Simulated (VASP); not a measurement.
Here is a VASP 6.6.1 calculation.

INCAR

```
  PREC = Accurate
  ENCUT = 520
  EDIFF = 1E-6
  ISMEAR = 0
  SIGMA = 0.05
  LREAL = False
  LASPH = True
  NELM = 100
  ALGO = Normal
  ISIF = 2
  LWAVE = False
  LCHARG = False
  LDIPOL = True
  IDIPOL = 3
  DIPOL = 0.5 0.5 0.403
  GGA = PE
  IVDW = 12
  NBANDS = 31
```

The input KPOINTS:

```
Automatic mesh
0
Gamma
  9 9 1
```

File POSCAR:

```
PtS2
1.0
    3.5415278079      0.0000000000      0.0000000000
   -1.7707639039      3.0670530498      0.0000000000
    0.0000000000      0.0000000000     22.4670615492
S Pt
4 2
Direct
    0.6666666667      0.3333333333      0.2002932155
    0.3333333333      0.6666666667      0.3108341854
    0.5555555556      0.4444444444      0.4951039436
    0.8888888889      0.1111111111      0.6056449135
    0.0000000000      0.0000000000      0.2555637004
    1.2222222222      0.7777777778      0.5503744286
```

Potentials or basis: VASP PAW PBE potentials, release 64 (S, Pt).

Command:

```sh
$ cat potpaw_PBE.64/S/POTCAR potpaw_PBE.64/Pt/POTCAR > POTCAR
$ mpirun -np 1 vasp_std > vasp.out
```

(1) Estimate the largest force.

(2) What does it give for the band gap on the k mesh?

(3) What does it give for the dispersion energy per atom?

Answers

(1) 0.044 eV/Å.

(2) 1.68 eV (least direct gap 1.76 eV).

(3) -0.300 eV.

Caveat: the cell differs from its parent crystal (layers slid over each other); spin-orbit coupling is left out, which moves the levels of the heavy elements.
